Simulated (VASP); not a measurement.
Wanted: the native input for a VASP 6.6.1 run.

| Property | Result |
| --- | --- |
| Task | single point |
| Functional | revPBE |
| Potentials or basis | VASP PAW PBE potentials, release 64 (In_d, Ga_d, Zn, O) |
| Cutoff | 840 eV |
| k mesh | 12 × 12 × 12 |
| Occupations | gaussian, width 0.03 eV |
| Spin | no spin polarisation |
| Tolerance level | standard |
| Purpose | forces |
| Further INCAR settings | ALGO = Normal; EDIFF = 1e-08; NBANDS = 61 |

The structure of ZnInGaO4 lies in POSCAR:

```
ZnInGaO4
1.0
    1.6803268679      0.9701371695      8.8441065439
   -1.6803268679      0.9701371695      8.8441065439
    0.0000000000     -1.9402743390      8.8441065439
In Ga Zn O
1 1 1 4
Direct
    0.0027680000      0.0027680000      0.0027680000
    0.7870340000      0.7870340000      0.7870340000
    0.2183820000      0.2183820000      0.2183820000
    0.8635990000      0.8635990000      0.8635990000
    0.1217170000      0.1217170000      0.1217170000
    0.7113580000      0.7113580000      0.7113580000
    0.2970557600      0.2970557600      0.2970557600
```

This cell differs from its parent crystal: last atom moved by 0.05 Å along z, cell strained by +1.5% along z.

One way to write it, as run:

INCAR

```
SYSTEM = ZnInGaO4
GGA = RE
ISMEAR = 0
SIGMA = 0.03
LWAVE = .FALSE.
LCHARG = .FALSE.
ISIF = 2
PREC = Accurate
LASPH = .TRUE.
LREAL = .FALSE.
ALGO = Normal
EDIFF = 1E-8
NELM = 120
GGA_COMPAT = .FALSE.
ENCUT = 840
EFERMI = MIDGAP
KPAR = 8
NBANDS = 61
```

KPOINTS

```
Automatic mesh
0
Gamma
  12 12 12
  0 0 0
```

Potentials or basis: VASP PAW PBE potentials, release 64 (In_d, Ga_d, Zn, O).

Command:

```console
$ cat potpaw_PBE.64/In_d/POTCAR potpaw_PBE.64/Ga_d/POTCAR potpaw_PBE.64/Zn/POTCAR potpaw_PBE.64/O/POTCAR > POTCAR
$ mpirun -np 8 vasp_std > vasp.out
```

It gave:

- Pressure: 1.3 GPa
- Largest force: 0.759 eV/Å
- Band gap on the k mesh: 1.16 eV

Caveat: the cell differs from its parent crystal (last atom moved by 0.05 Å along z, cell strained by +1.5% along z); the PAW data sets were made with another functional, which shifts forces and pressure a little; spin-orbit coupling is left out, which moves the levels of the heavy elements.

It took 45 min on 8 MPI ranks on Intel(R) Xeon(R) Platinum 8488C (Sapphire Rapids) (shared host), peak memory 2.6 GiB a rank.
